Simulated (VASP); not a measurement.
# SnO2 in VASP: notebook, part 2 of 2

VASP 6.6.1.

## (3) Single point, LDA

This run uses another cell than the first one, of 9.79 Å³/atom, 0.847 times its volume.

INCAR reads:

```
SYSTEM = SnO2
PREC = Accurate
ENCUT = 520
EDIFF = 1E-6
ISMEAR = -1
SIGMA = 0.05
LREAL = .FALSE.
LASPH = .TRUE.
NELM = 80
ALGO = Normal
ISIF = 2
LWAVE = .FALSE.
LCHARG = .TRUE.
GGA = CA
LELF = .TRUE.
LVHAR = .TRUE.
NBANDS = 64
```

KPOINTS reads:

```
regular mesh
0
G
  4 4 4
  0 0 0
```

POSCAR reads:

```
SnO2
1.0
    4.8968665061      0.0000000000      0.0000000000
    0.0000000000      4.8968665061      0.0000000000
    0.0000000000      0.0000000000      4.8968665061
Sn O
4 8
Direct
    0.0000000000      0.0000000000      0.0000000000
    0.5000000000      0.0000000000      0.5000000000
    0.5000000000      0.5000000000      0.0000000000
    0.0000000000      0.5000000000      0.5000000000
    0.6558331199      0.8441668801      0.1558331199
    0.8441668801      0.1558331199      0.6558331199
    0.1558331199      0.6558331199      0.8441668801
    0.3441668801      0.3441668801      0.3441668801
    0.6558331199      0.6558331199      0.6558331199
    0.8441668801      0.3441668801      0.1558331199
    0.1558331199      0.8441668801      0.3441668801
    0.3441668801      0.1558331199      0.8441668801
```

Potentials or basis: VASP PAW LDA potentials, release 64 (Sn_d, O).

The run is started by

```
$ cat potpaw_LDA.64/Sn_d/POTCAR potpaw_LDA.64/O/POTCAR > POTCAR
$ mpirun -np 1 vasp_std > vasp.out
```

OUTCAR:

```text
SYSTEM = SnO2
   PREC = Accurate
   ENCUT = 520
   EDIFF = 1E-6
   ISMEAR = -1
   LREAL = .FALSE.
   LASPH = .TRUE.
   NELM = 80
   ISIF = 2
   GGA = CA

 ion  position               nearest neighbor table
   1  0.000  0.000  0.000-   5 2.00   6 2.00   7 2.00  10 2.00  11 2.00  12 2.00   2 3.46   3 3.46
                             4 3.46   2 3.46   4 3.46   3 3.46   4 3.46   4 3.46   2 3.46   3 3.46
   2  0.500  0.000  0.500-   5 2.00   6 2.00   8 2.00   9 2.00  11 2.00  12 2.00   1 3.46   3 3.46
                             4 3.46   1 3.46   3 3.46   3 3.46   4 3.46   3 3.46   1 3.46   4 3.46
[... 958 lines left out ...]
 -----------------------------------------------------------------------------
  energy-cutoff  :      520.00
  volume of cell :      117.42
      direct lattice vectors                 reciprocal lattice vectors
     4.896866506  0.000000000  0.000000000     0.204212224  0.000000000  0.000000000
     0.000000000  4.896866506  0.000000000     0.000000000  0.204212224  0.000000000
     0.000000000  0.000000000  4.896866506     0.000000000  0.000000000  0.204212224

 POSITION                                       TOTAL-FORCE (eV/Angst)
 -----------------------------------------------------------------------------------
      0.00000      0.00000      0.00000         0.000000     -0.000000      0.000000
      2.44843      0.00000      2.44843         0.000000     -0.000000      0.000000
      2.44843      2.44843      0.00000         0.000000     -0.000000      0.000000
      0.00000      2.44843      2.44843         0.000000     -0.000000      0.000000
      3.21153      4.13377      0.76309        -0.003581      0.003581     -0.003581
      4.13377      0.76309      3.21153         0.003581     -0.003581     -0.003581
      0.76309      3.21153      4.13377        -0.003581     -0.003581      0.003581
      1.68534      1.68534      1.68534         0.003581      0.003581      0.003581
      3.21153      3.21153      3.21153        -0.003581     -0.003581     -0.003581
      4.13377      1.68534      0.76309         0.003581      0.003581     -0.003581
      0.76309      4.13377      1.68534        -0.003581      0.003581      0.003581
      1.68534      0.76309      4.13377         0.003581     -0.003581      0.003581
 -----------------------------------------------------------------------------------
    total drift:                                0.000000      0.000000      0.000000

  FREE ENERGIE OF THE ION-ELECTRON SYSTEM (eV)
  ---------------------------------------------------
  free  energy   TOTEN  =       -82.5077397459 eV

  energy  without entropy=      -82.5077397458  energy(sigma->0) =      -82.50773975
```

OSZICAR:

```text
N       E                     dE             d eps       ncg     rms          rms(c)
DAV:   1     0.163289156638E+04    0.16329E+04   -0.47346E+04  1656   0.274E+03
DAV:   2     0.259304497537E+03   -0.13736E+04   -0.13004E+04  1488   0.832E+02
DAV:   3    -0.672763782391E+02   -0.32658E+03   -0.31823E+03  1504   0.291E+02
DAV:   4    -0.948477232875E+02   -0.27571E+02   -0.27262E+02  1784   0.944E+01
DAV:   5    -0.956173154203E+02   -0.76959E+00   -0.76723E+00  1680   0.159E+01    0.239E+01
DAV:   6    -0.825536087233E+02    0.13064E+02   -0.40994E+01  2216   0.709E+01    0.908E+00
DAV:   7    -0.826917385035E+02   -0.13813E+00   -0.51748E+00  1592   0.986E+00    0.489E+00
DAV:   8    -0.825466020581E+02    0.14514E+00   -0.69664E-01  1992   0.753E+00    0.113E+00
DAV:   9    -0.825073858226E+02    0.39216E-01   -0.19376E-01  2104   0.553E+00    0.249E-01
DAV:  10    -0.825076670838E+02   -0.28126E-03   -0.15043E-02  1768   0.879E-01    0.103E-01
DAV:  11    -0.825077495172E+02   -0.82433E-04   -0.12066E-03  2056   0.325E-01    0.277E-02
DAV:  12    -0.825077518952E+02   -0.23781E-05   -0.10305E-04  2000   0.846E-02    0.211E-02
DAV:  13    -0.825077391873E+02    0.12708E-04   -0.36381E-05  1976   0.101E-01    0.316E-03
DAV:  14    -0.825077397459E+02   -0.55854E-06   -0.72645E-06  1592   0.201E-02
   1 F= -.82507740E+02 E0= -.82507740E+02  d E =-.541411E-10
```

stdout:

```text
POSCAR found type information on POSCAR SnO
 POSCAR found :  2 types and      12 ions
 scaLAPACK will be used
 LDA part: xc-table for (Slater(with rela. corr.)+CA(PZ))
 , standard interpolation
 POSCAR, INCAR and KPOINTS ok, starting setup
 FFT: planning ... GRIDC
 FFT: planning ... GRID_SOFT
 FFT: planning ... GRID
 WAVECAR not read
 entering main loop
```

It took 81 s on 1 thread of AMD EPYC 7R43 (Zen 3), shared host; peak memory 0.17 GiB.

Results:

| Property | Result |
| --- | --- |
| Free energy | -82.5077 eV |
| Pressure | 31.6 GPa |
| Largest force | 0.006 eV/Å |
| Band gap on the k mesh | 2.36 eV, indirect (least direct gap 2.45 eV) |

Forces in eV/Å, atoms in the order of the input:
```
Sn   0.000  0.000  0.000
Sn   0.000  0.000  0.000
Sn   0.000  0.000  0.000
Sn   0.000  0.000  0.000
O   -0.004  0.004 -0.004
O    0.004 -0.004 -0.004
O   -0.004 -0.004  0.004
O    0.004  0.004  0.004
O   -0.004 -0.004 -0.004
O    0.004  0.004 -0.004
O   -0.004  0.004  0.004
O    0.004 -0.004  0.004
```

Caveat: spin-orbit coupling is left out, which moves the levels of the heavy elements. A k mesh can miss the band edges.

## (4) Single point, PBE

This run uses another cell than the first one, of 11.51 Å³/atom, 0.997 times its volume.

INCAR reads:

```
ALGO = Normal ; EDIFF = 1E-7
ENCUT = 520 ; GGA = PE
ISIF = 2 ; ISMEAR = -1
LASPH = T ; LCHARG = F
LREAL = F ; LWAVE = F
NBANDS = 64 ; NELM = 80
PREC = Accurate ; SIGMA = 0.05
```

KPOINTS reads:

```
k-points
0
Gamma
  5 5 5
```

POSCAR reads:

```
SnO2
1.0
    5.1696965414      0.0000000000      0.0000000000
    0.0000000000      5.1696965414      0.0000000000
    0.0000000000      0.0000000000      5.1696965414
Sn O
4 8
Direct
    0.0000000000      0.0000000000      0.0000000000
    0.5000000000      0.0000000000      0.5000000000
    0.5000000000      0.5000000000      0.0000000000
    0.0000000000      0.5000000000      0.5000000000
    0.6608967168      0.8391032832      0.1608967168
    0.8391032832      0.1608967168      0.6608967168
    0.1608967168      0.6608967168      0.8391032832
    0.3391032832      0.3391032832      0.3391032832
    0.6608967168      0.6608967168      0.6608967168
    0.8391032832      0.3391032832      0.1608967168
    0.1608967168      0.8391032832      0.3391032832
    0.3391032832      0.1608967168      0.8391032832
```

Potentials or basis: VASP PAW PBE potentials, release 64 (Sn_d, O).

The run is started by

```
$ cat potpaw_PBE.64/Sn_d/POTCAR potpaw_PBE.64/O/POTCAR > POTCAR
$ mpirun -np 1 vasp_std > vasp.out
```

It took 1.9 min on 1 thread of AMD EPYC 7R43 (Zen 3), shared host; peak memory 0.22 GiB.

It converged, with:

```yaml
Free_energy: -73.4149 eV
Pressure: 0.6 GPa
Band_gap_on_the_k_mesh: 0.59 eV, indirect (least direct gap 0.65 eV)
```

Levels at points of the mesh, in eV from the valence-band top:
| k point | band 49 | band 50 | band 51 | band 52 | band 53 | band 54 | band 55 | band 56 |
| --- | --- | --- | --- | --- | --- | --- | --- | --- |
| (0.00, 0.00, 0.00) | -0.29 | -0.06 | -0.06 | -0.06 | 0.59 | 5.77 | 5.77 | 5.77 |

Caveat: spin-orbit coupling is left out, which moves the levels of the heavy elements.

## (5) The runs side by side

| level | potentials or basis | cell | k mesh | gap on the mesh (eV) | pressure (GPa) | largest force (eV/Å) |
| --- | --- | --- | --- | --- | --- | --- |
| PBE | VASP PAW PBE potentials, release 64 (Sn_d, O) | a = 5.175 Å, angles 90.0, 90.0, 89.4°, 12 atoms | 4 × 4 × 4 | 0.54 | 0.0 | 0.01 |
| LDA | VASP PAW LDA potentials, release 64 (Sn_d, O) | a = 4.897 Å, 12 atoms | 4 × 4 × 4 | 2.36 | 31.6 | 0.01 |
| PBE | VASP PAW PBE potentials, release 64 (Sn_d, O) | a = 5.170 Å, 12 atoms | 5 × 5 × 5 | 0.59 | 0.6 | - |

Alike in all rows: task single point; no spin polarisation; cutoff (eV) 520; smearing fermi-dirac 0.05 eV.

Caveats: spin-orbit coupling is left out, which moves the levels of the heavy elements.

Total energies depend on the potentials used, so only differences within one code and one set of settings carry meaning.
